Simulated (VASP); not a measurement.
A run of VASP 6.6.1 is set up as follows.

The input INCAR:

```
PREC = Accurate
ENCUT = 520
EDIFF = 1E-6
ISMEAR = 0
SIGMA = 0.1
LREAL = False
LASPH = True
NELM = 80
ALGO = Normal
ISIF = 2
LWAVE = False
LCHARG = False
GGA = PE
NBANDS = 64
```

File KPOINTS:

```
Automatic mesh
0
Gamma
  3 3 3
```

The input POSCAR:

```
Nb3Br2
1.0
    3.4501809083      1.9919628761      4.6756127563
   -3.4501809083      1.9919628761      4.6756127563
    0.0000000000     -3.9839257523      4.6756127563
Nb Br
6 4
Direct
    0.0041811894      0.4958188106      0.7500000000
    0.7500000000      0.0041811894      0.4958188106
    0.4958188106      0.7500000000      0.0041811894
    0.9958188106      0.5041811894      0.2500000000
    0.2500000000      0.9958188106      0.5041811894
    0.5041811894      0.2500000000      0.9958188106
    0.8949928954      0.8949928954      0.8949928954
    0.6050071046      0.6050071046      0.6050071046
    0.1050071046      0.1050071046      0.1050071046
    0.3949928954      0.3949928954      0.3949928954
```

Potentials or basis: VASP PAW PBE potentials, release 64 (Nb_sv, Br).

Run with:

```console
$ cat potpaw_PBE.64/Nb_sv/POTCAR potpaw_PBE.64/Br/POTCAR > POTCAR
$ mpirun -np 1 vasp_std > vasp.out
```

Question: What does it give for the largest force?

Answer: 0.015 eV/Å.

Question: What does it give for the pressure?

Answer: -0.2 GPa.

Question: Estimate the band gap on the k mesh.

Answer: Zero (bands 53 and 54 overlap by 0.35 eV).

Forces on the atoms (eV/Å):
```
Nb   0.009  0.000  0.000
Nb  -0.004  0.008  0.000
Nb  -0.004 -0.008  0.000
Nb  -0.009  0.000  0.000
Nb   0.004 -0.008  0.000
Nb   0.004  0.008  0.000
Br   0.000  0.000  0.015
Br   0.000  0.000 -0.015
Br   0.000  0.000 -0.015
Br   0.000  0.000  0.015
```

Caveat: the k points lie up to 0.38 Å⁻¹ apart.
